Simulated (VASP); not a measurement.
# Li in VASP: single point with PBE+D3(BJ)

Aim: the single point of Li with PBE+D3(BJ).

All numbers are computed with VASP 6.6.1; they aren't measurements. Logs are shortened: lines on timing, memory, paths and dates and some standing lists are left out, and cuts for length are marked.

## Step 1: The cell of the first run

The cell holds a slab with vacuum, 27 atoms: a = 8.639 Å, b = 8.639 Å, c = 22.702 Å, α = 90.00°, β = 90.00°, γ = 109.47°.

## Step 2: Single point, PBE+D3(BJ)

The input, INCAR:

```
SYSTEM = Li
PREC     = Accurate       ! precision mode
ENCUT    = 520            ! plane-wave cutoff, eV
EDIFF    = 1E-7           ! SCF threshold, eV
ISMEAR   = 0              ! smearing method
SIGMA    = 0.1            ! smearing width, eV
LREAL    = Auto         
LASPH    = .True.         ! aspherical terms in the spheres
NELM     = 100            ! most SCF steps
ALGO     = Normal         ! electronic algorithm
ISIF     = 2              ! what is computed and relaxed
LWAVE    = .False.        ! write WAVECAR
LCHARG   = .False.        ! write CHGCAR
LDIPOL   = .True.       
IDIPOL   = 3            
DIPOL    = 0.5 0.5 0.453
GGA      = PE             ! functional
IVDW     = 12             ! dispersion correction
NBANDS   = 60             ! bands
```

The input, KPOINTS:

```
regular mesh
0
Gamma
  3 3 1
  0 0 0
```

The input, POSCAR:

```
Li
1.0
    8.6387373918      0.0000000000      0.0000000000
   -2.8795791306      8.1446797208      0.0000000000
    0.0000000000      0.0000000000     22.7023330293
Li
27
Direct
    0.1666666667      0.1666666667      0.3523866904
    0.1666666667      0.5000000000      0.3523866904
    0.1666666667      0.8333333333      0.3523866904
    0.5000000000      0.1666666667      0.3523866904
    0.5000000000      0.5000000000      0.3523866904
    0.5000000000      0.8333333333      0.3523866904
    0.8333333333      0.1666666667      0.3523866904
    0.8333333333      0.5000000000      0.3523866904
    0.8333333333      0.8333333333      0.3523866904
    0.3435171399      0.3416468779      0.4532916104
    0.3519721672      0.7221686966      0.4546040407
    0.3428834757      0.0155770742      0.4660051204
    0.6237443038      0.2873326961      0.4646109970
    0.6701071448      0.6420740682      0.4519812038
    0.6903826044     -0.0106941649      0.4488046507
   -0.0105164765      0.3375305766      0.4545945935
   -0.0078582317      0.6519073015      0.4493109491
    0.0067858330     -0.0070209975      0.4620160519
    0.5331822607      0.7894960833      0.5485474645
    0.4967703205      1.0696494759      0.5499527219
    0.5093084910      0.4187764536      0.5493317572
    0.8681407947      0.4493894897      0.5564124303
    0.8634129386      0.8017147179      0.5503152834
    0.8961044554      0.1071806068      0.5581808855
    0.2331155243      0.6091679213      0.5467167299
    0.1648407734      0.8689584952      0.5531262547
    0.2114266779      0.1873186156      0.5440540784
```

Potentials or basis: VASP PAW PBE potentials, release 64 (Li_sv).

Started as:

```bash
> cat potpaw_PBE.64/Li_sv/POTCAR > POTCAR
> mpirun -np 1 vasp_std > vasp.out
```

OUTCAR:

```text
SYSTEM = Li
   PREC = Accurate
   ENCUT = 520
   EDIFF = 1E-7
   ISMEAR = 0
   LREAL = Auto
   LASPH = .True.
   NELM = 100
   ISIF = 2
   GGA = PE
   IVDW = 12
 IVDW          = 12

 ion  position               nearest neighbor table
   1  0.167  0.167  0.352-
   2  0.167  0.500  0.352-
   3  0.167  0.833  0.352-
   4  0.500  0.167  0.352-
   5  0.500  0.500  0.352-
   6  0.500  0.833  0.352-
   7  0.833  0.167  0.352-
   8  0.833  0.500  0.352-
   9  0.833  0.833  0.352-
  10  0.344  0.342  0.453-  27 2.51  21 2.57
  11  0.352  0.722  0.455-  25 2.39  12 2.57  19 2.59
  12  0.343  0.016  0.466-  20 2.28  26 2.57  11 2.57
  13  0.624  0.287  0.465-  21 2.59
  14  0.670  0.642  0.452-
  15  0.690  0.989  0.449-
  16  0.989  0.338  0.455-
  17  0.992  0.652  0.449-
  18  0.007  0.993  0.462-
  19  0.533  0.789  0.549-  25 2.54  20 2.54  11 2.59
  20  0.497  0.070  0.550-  12 2.28  19 2.54
  21  0.509  0.419  0.549-  10 2.57  13 2.59
  22  0.868  0.449  0.556-
  23  0.863  0.802  0.550-  26 2.47  24 2.56
  24  0.896  0.107  0.558-  23 2.56  27 2.60
  25  0.233  0.609  0.547-  11 2.39  26 2.51  19 2.54
  26  0.165  0.869  0.553-  23 2.47  25 2.51  12 2.57
  27  0.211  0.187  0.544-  10 2.51  24 2.60

  LATTYP: Found a base centered orthorhombic cell.
 ALAT       =     9.9751547172
 B/A-ratio  =     1.4142135624
 C/A-ratio  =     2.2758878106

  Lattice vectors:

 A1 = (   8.6387373918,   0.0000000000,   0.0000000000)
 A2 = (  -2.8795791306,   8.1446797208,   0.0000000000)
 A3 = (   0.0000000000,   0.0000000000,  22.7023330293)

Analysis of symmetry for initial positions (statically):
=====================================================================
 Subroutine PRICEL returns:
 Original cell was already a primitive cell.

 Routine SETGRP: Setting up the symmetry group for a
 base centered orthorhombic supercell.

 Subroutine GETGRP returns: Found  1 space group operations
 (whereof  1 operations were pure point group operations)
 out of a pool of  8 trial point group operations.

The static configuration has the point symmetry C_1 .

Analysis of symmetry for dynamics (positions and initial velocities):
=====================================================================
 Subroutine PRICEL returns:
 Original cell was already a primitive cell.

 Routine SETGRP: Setting up the symmetry group for a
 base centered orthorhombic supercell.

 Subroutine GETGRP returns: Found  1 space group operations
 (whereof  1 operations were pure point group operations)
 out of a pool of  8 trial point group operations.

The dynamic configuration has the point symmetry C_1 .

 Subroutine INISYM returns: Found  1 space group operations
 (whereof  1 operations are pure point group operations),
 and found     1 'primitive' translations

----------------------------------------------------------------------------------------

                                     Primitive cell

  volume of cell :    1597.3305

  direct lattice vectors                    reciprocal lattice vectors
     8.638737392  0.000000000  0.000000000     0.115757657  0.040926512  0.000000000
    -2.879579131  8.144679721  0.000000000     0.000000000  0.122779536  0.000000000
     0.000000000  0.000000000 22.702333029     0.000000000  0.000000000  0.044048336

  length of vectors
     8.638737392  8.638737392 22.702333029     0.122779536  0.122779536  0.044048336

  position of ions in fractional coordinates (direct lattice)
     0.166666667  0.166666667  0.352386690
     0.166666667  0.500000000  0.352386690
     0.166666667  0.833333333  0.352386690
     0.500000000  0.166666667  0.352386690
     0.500000000  0.500000000  0.352386690
     0.500000000  0.833333333  0.352386690
[... 19 lines left out ...]
     0.164840773  0.868958495  0.553126255
     0.211426678  0.187318616  0.544054078

  ion indices of the primitive-cell ions
   primitive index   ion index
                 1           1
                 2           2
                 3           3
                 4           4
                 5           5
                 6           6
[... 19 lines left out ...]
                26          26
                27          27

----------------------------------------------------------------------------------------

 KPOINTS: regular mesh

Automatic generation of k-mesh.
 Grid dimensions read from file:
 generate k-points for:    3    3    1

 Generating k-lattice:

  Cartesian coordinates                     Fractional coordinates (reciprocal lattice)
     0.038585886  0.013642171  0.000000000     0.333333333  0.000000000  0.000000000
     0.000000000  0.040926512  0.000000000     0.000000000  0.333333333  0.000000000
     0.000000000  0.000000000  0.044048336     0.000000000  0.000000000  1.000000000

  Length of vectors
     0.040926512  0.040926512  0.044048336

  Shift w.r.t. Gamma in fractional coordinates (k-lattice)
     0.000000000  0.000000000  0.000000000

 Subroutine IBZKPT returns following result:
 ===========================================

 Found      5 irreducible k-points:

 Following reciprocal coordinates:
            Coordinates               Weight
  0.000000  0.000000  0.000000      1.000000
  0.333333  0.000000  0.000000      2.000000
  0.000000  0.333333  0.000000      2.000000
  0.333333  0.333333  0.000000      2.000000
 -0.333333  0.333333  0.000000      2.000000
   k-points           NKPTS =      5   k-points in BZ     NKDIM =      5   number of bands    NBANDS=     60
   number of dos      NEDOS =    301   number of ions     NIONS =     27
   total plane-waves  NPLWV = 737280
   dimension x,y,z NGX =    64 NGY =   64 NGZ =  180
   dimension x,y,z NGXF=   128 NGYF=  128 NGZF=  360
   ions per type =              27
   NGX,Y,Z   is equivalent  to a cutoff of  12.32, 12.32, 13.18 a.u.
   NGXF,Y,Z  is equivalent  to a cutoff of  24.63, 24.63, 26.36 a.u.
 SYSTEM =  Li
   PREC   = accura    normal or accurate (medium, high low for compatibility)
   ISTART =      0    job   : 0-new  1-cont  2-samecut
   ICHARG =      2    charge: 1-file 2-atom 10-const
   ISPIN  =      1    spin polarized calculation?
   LNONCOLLINEAR =      F non collinear calculations
   LSORBIT =      F    spin-orbit coupling
   LASPH  =      T    aspherical Exc in radial PAW
   ENCUT  =  520.0 eV  38.22 Ry    6.18 a.u.  16.06 16.06 42.21*2*pi/ulx,y,z
   NELM   =    100;   NELMIN=  2; NELMDL= -5     # of ELM steps
   EDIFF  = 0.1E-06   stopping-criterion for ELM
   LREAL  =      T    real-space projection
   EDIFFG = 0.1E-05   stopping-criterion for IOM
   NSW    =      0    number of steps for IOM
   IBRION =     -1    ionic relax: 0-MD 1-quasi-New 2-CG
   NFREE  =      0    steps in history (QN), initial steepest desc. (CG)
   ISIF   =      2    stress and relaxation
   ISYM   =      2    0-nonsym 1-usesym 2-fastsym
   POTIM  = 0.5000    time-step for ionic-motion
   TEBEG  =    0.0;   TEEND  =   0.0 temperature during run
   PSTRESS=    0.0 pullay stress
   NELECT =      81.0000    total number of electrons
   NUPDOWN=      -1.0000    fix difference up-down
   EMIN   =  10.00;   EMAX   =-10.00  energy-range for DOS
   EFERMI =   0.00;   METHOD = LEGACY
   ISMEAR =     0;   SIGMA  =   0.10  broadening in eV -4-tet -1-fermi 0-gaus
   EFERMI_NEDOS =   21; number of points for ismear=-14 and -15
   IALGO  =     38    algorithm
   IMIX   =      4    mixing-type and parameters
     AMIX     =   0.40;   BMIX     =  1.00
     AMIX_MAG =   1.60;   BMIX_MAG =  1.00
  volume/ion in A,a.u.               =      59.16       399.23
  Fermi-wavevector in a.u.,A,eV,Ry     =   0.605952  1.145083  4.995758  0.367178
  Thomas-Fermi vector in A             =   1.659866
   LORBIT       =      0    0 simple, 1 ext, 2 COOP (PROOUT), +10 PAW based schemes
   GGA     = PE    functional components
   LHFCALC =     F    Hartree Fock is set to
   AEXX    =    0.0000 exact exchange contribution
   IVDW    =    12    specifies the selected vdW correction
   LEPSILON=     F    determine dielectric tensor
   LRPA    =     F    only Hartree local field effects (RPA)
 non-spin polarized calculation
 Gauss-broadening in eV      SIGMA  =   0.10
  energy-cutoff  :      520.00
  volume of cell :     1597.33
 maximum number of plane-waves:     43054
   NGX = 33   NGY = 33   NGZ = 85

 dipolmoment           0.000000      0.000000      0.015363 electrons x Angstroem

 number of electron      81.0000046 magnetization

 dipolmoment           0.000000      0.000000     -0.031448 electrons x Angstroem

 Free energy of the ion-electron system (eV)
  ---------------------------------------------------
  ext. energy  EPLUGINS =         0.00000000
  ---------------------------------------------------
  free energy    TOTEN  =       -45.13409893 eV

  energy without entropy =      -45.06068560  energy(sigma->0) =      -45.09739227

 E-fermi :  -1.8710     XC(G=0):  -2.9887

 val. band max:       -1.8922994622   @ k =   0.3333   0.3333   0.0000
 cond. band min:      -1.8432007397   @ k =  -0.3333   0.3333   0.0000
 fundamental gap:      0.0490987225
 Fermi energy:        -1.8710246160

 k-point     1 :       0.0000    0.0000    0.0000
  band No.  band energies     occupation
      1     -48.9684      2.00000
      2     -48.8374      2.00000
      3     -48.8018      2.00000
      4     -48.7781      2.00000
      5     -48.7468      2.00000
      6     -48.7444      2.00000
[... 44 lines left out ...]
     51      -0.1154      0.00000
     52      -0.0731      0.00000

 k-point     2 :       0.3333    0.0000    0.0000
  band No.  band energies     occupation
      1     -48.9684      2.00000
      2     -48.8374      2.00000
      3     -48.8017      2.00000
      4     -48.7780      2.00000
      5     -48.7470      2.00000
      6     -48.7445      2.00000
[... 44 lines left out ...]
     51      -0.5671      0.00000
     52      -0.4500      0.00000

 k-point     3 :       0.0000    0.3333    0.0000
  band No.  band energies     occupation
      1     -48.9684      2.00000
      2     -48.8374      2.00000
      3     -48.8018      2.00000
      4     -48.7781      2.00000
      5     -48.7466      2.00000
      6     -48.7445      2.00000
[... 44 lines left out ...]
     51      -0.5707      0.00000
     52      -0.5262      0.00000

 k-point     4 :       0.3333    0.3333    0.0000
  band No.  band energies     occupation
      1     -48.9684      2.00000
      2     -48.8374      2.00000
      3     -48.8018      2.00000
      4     -48.7780      2.00000
      5     -48.7468      2.00000
      6     -48.7446      2.00000
[... 44 lines left out ...]
     51      -0.6871      0.00000
     52      -0.6215      0.00000

 k-point     5 :      -0.3333    0.3333    0.0000
  band No.  band energies     occupation
      1     -48.9684      2.00000
      2     -48.8374      2.00000
      3     -48.8018      2.00000
      4     -48.7780      2.00000
      5     -48.7469      2.00000
      6     -48.7445      2.00000
[... 44 lines left out ...]
     51      -0.6650      0.00000
     52      -0.4496      0.00000
 [bands above 52 left out]

------------------------ aborting loop because EDIFF is reached ----------------------------------------

 vacuum level on the upper side and lower side of the slab       (xc-potential included)        -0.088        -0.022

 Edisp (eV)   -3.59169

 E8    (eV) :    -1.5685

  FORCE on cell =-STRESS in cart. coord.  units (eV):
  Direction    XX          YY          ZZ          XY          YZ          ZX
  --------------------------------------------------------------------------------------
  -------------------------------------------------------------------------------------
  Total       4.06358     3.47430     2.79039     0.70675    -0.31385    -0.25572
  in kB       4.07591     3.48484     2.79886     0.70890    -0.31480    -0.25650
  external pressure =        3.45 kB  Pullay stress =        0.00 kB

 VOLUME and BASIS-vectors are now :
 -----------------------------------------------------------------------------
  energy-cutoff  :      520.00
  volume of cell :     1597.33
      direct lattice vectors                 reciprocal lattice vectors
     8.638737392  0.000000000  0.000000000     0.115757657  0.040926512  0.000000000
    -2.879579131  8.144679721  0.000000000     0.000000000  0.122779536  0.000000000
     0.000000000  0.000000000 22.702333029     0.000000000  0.000000000  0.044048336

 POSITION                                       TOTAL-FORCE (eV/Angst)
 -----------------------------------------------------------------------------------
      0.95986      1.35745      8.00000        -0.021314     -0.038699      0.138521
      0.00000      4.07234      8.00000         0.062898      0.057889      0.086720
     -0.95986      6.78723      8.00000        -0.001109      0.033165      0.116557
      3.83944      1.35745      8.00000        -0.027937     -0.050886      0.114182
      2.87958      4.07234      8.00000        -0.003573      0.027078     -0.052099
      1.91972      6.78723      8.00000         0.054577      0.053084     -0.120514
[... 19 lines left out ...]
     -1.07822      7.07739     12.55726         0.149597     -0.002333      0.209839
      1.28706      1.52565     12.35130        -0.130951      0.287411      0.304192
 -----------------------------------------------------------------------------------
    total drift:                               -0.008494      0.014470      0.004400

  FREE ENERGIE OF THE ION-ELECTRON SYSTEM (eV)
  ---------------------------------------------------
  free  energy   TOTEN  =       -48.7257847751 eV

  energy  without entropy=      -48.6523714475  energy(sigma->0) =      -48.68907811

 vacuum level on the upper side and lower side of the slab         1.342         1.417
```

Wall time 24 min (1 thread of Intel Xeon Platinum 8259CL at 2.50GHz (Skylake/Cascade Lake), shared host); peak memory 1.4 GiB.

What came out:

* Free energy: -48.7258 eV
* Largest force: 0.957 eV/Å
* Band gap on the k mesh: zero (an odd number of electrons rules out a gap without spin polarisation)
* Dispersion energy per atom: -0.133 eV

Forces in eV/Å, atoms in the order of the input:
```
Li  -0.021 -0.039  0.139
Li   0.063  0.058  0.087
Li  -0.001  0.033  0.117
Li  -0.028 -0.051  0.114
Li  -0.004  0.027 -0.052
Li   0.055  0.053 -0.121
Li   0.035  0.079 -0.057
Li  -0.104 -0.145  0.015
Li   0.029  0.006  0.046
Li  -0.458  0.290 -0.410
Li   0.056 -0.314 -0.520
Li  -0.287 -0.111 -0.877
Li   0.591  0.220 -0.401
Li  -0.084 -0.041  0.061
Li  -0.080 -0.037  0.179
Li   0.159 -0.124  0.035
Li   0.079  0.215  0.164
Li   0.097  0.028 -0.555
Li   0.478 -0.042  0.137
Li   0.372  0.352  0.629
Li   0.096  0.463  0.404
Li  -0.087  0.032 -0.007
Li  -0.268 -0.620  0.058
Li  -0.548  0.302  0.094
Li  -0.160 -0.920  0.210
Li   0.150 -0.002  0.210
Li  -0.131  0.287  0.304
```

Caveat: the cutoff is under 1.25 times the usual one of these potentials, so pressure, stress and relaxed cells hold a basis-set (Pulay) error.
